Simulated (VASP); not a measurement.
HfO2:

```
Hf O
1.0
     5.28815    0.00000    0.00000
     0.00000    5.07062    0.00000
     0.00000    0.00000    5.09891
Hf O
4 8
Direct
  0.96699 0.73252 0.74144
  0.53301 0.73252 0.24144
  0.46699 0.26748 0.74144
  0.03301 0.26748 0.24144
  0.63213 0.92865 0.87927
  0.86787 0.92865 0.37927
  0.23395 0.53988 0.49229
  0.26605 0.53988 0.99229
  0.76605 0.46012 0.99229
  0.73395 0.46012 0.49229
  0.13213 0.07135 0.87927
  0.36787 0.07135 0.37927
```

Base run:

```yaml
Program: VASP 6.6.1
Functional: SVWN5
Potentials_or_basis: VASP PAW PBE potentials, release 64 (Hf_pv, O)
Cutoff: 520 eV
k_mesh: 5 × 6 × 5
Occupations: fermi-dirac, width 0.05 eV
Spin: no spin polarisation
```

Its results: band gap on the k mesh 4.12 eV, indirect (least direct gap 4.34 eV); pressure -17.0 GPa; largest force 0.216 eV/Å.

**Question.** The run is repeated on the same cell with these changes: functional from SVWN5 to BLYP; dispersion from none to D3(BJ). What comes out?

**Answer.** Band gap on the k mesh 4.33 eV, indirect (least direct gap 4.52 eV); pressure -4.3 GPa; largest force 0.133 eV/Å.

Several settings changed at once, so the effect can't be laid on one alone.

Caveats: the PAW data sets were made with another functional, which shifts forces and pressure a little; spin-orbit coupling is left out, which moves the levels of the heavy elements.

A k mesh can miss the band edges.
